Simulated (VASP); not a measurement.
Write the native input for VASP 6.6.1 that does the following.

| Item | Value |
| --- | --- |
| Task | single point |
| Functional | PBEsol |
| Potentials or basis | VASP PAW PBE potentials, release 64 (Si, C) |
| Cutoff | 520 eV |
| k mesh | 10 × 10 × 5 |
| Occupations | fermi-dirac, width 0.05 eV |
| Spin | no spin polarisation |
| Dipole correction | no |
| Further INCAR settings | ALGO = Normal; EDIFF = 1e-06; NBANDS = 16 |

The structure of SiC lies in POSCAR:

```
SiC
1.0
    3.0757917084      0.0000000000      0.0000000000
   -1.5378958542      2.6637137562      0.0000000000
    0.0000000000      0.0000000000      5.0475640430
Si C
2 2
Direct
    0.6666666667      0.3333333333      0.5045935818
    0.3333333333      0.6666666667      0.0045935818
    0.6666666667      0.3333333333      0.8804064182
    0.3333333333      0.6666666667      0.3804064182
```

One way to write it, as run:

INCAR

```
  PREC = Accurate
  ENCUT = 520
  EDIFF = 1E-6
  ISMEAR = -1
  SIGMA = 0.05
  LREAL = False
  LASPH = True
  NELM = 80
  ALGO = Normal
  ISIF = 2
  LWAVE = False
  LCHARG = False
  GGA = PS
  NBANDS = 16
```

KPOINTS

```
regular mesh
0
Gamma
  10 10 5
```

Potentials or basis: VASP PAW PBE potentials, release 64 (Si, C).

Launch:

```sh
$ cat potpaw_PBE.64/Si/POTCAR potpaw_PBE.64/C/POTCAR > POTCAR
$ mpirun -np 1 vasp_std > vasp.out
```

It gave:

```
Pressure               : 0.4 GPa
Band gap on the k mesh : 2.27 eV (least direct gap 3.85 eV)
```

Caveat: the PAW data sets were made with another functional, which shifts forces and pressure a little; an odd mesh through Γ misses points on the zone boundary, where band edges can lie.

Run time: 24 s on 1 thread of Intel Xeon 8259CL, with other jobs on the host, peak memory 0.16 GiB.
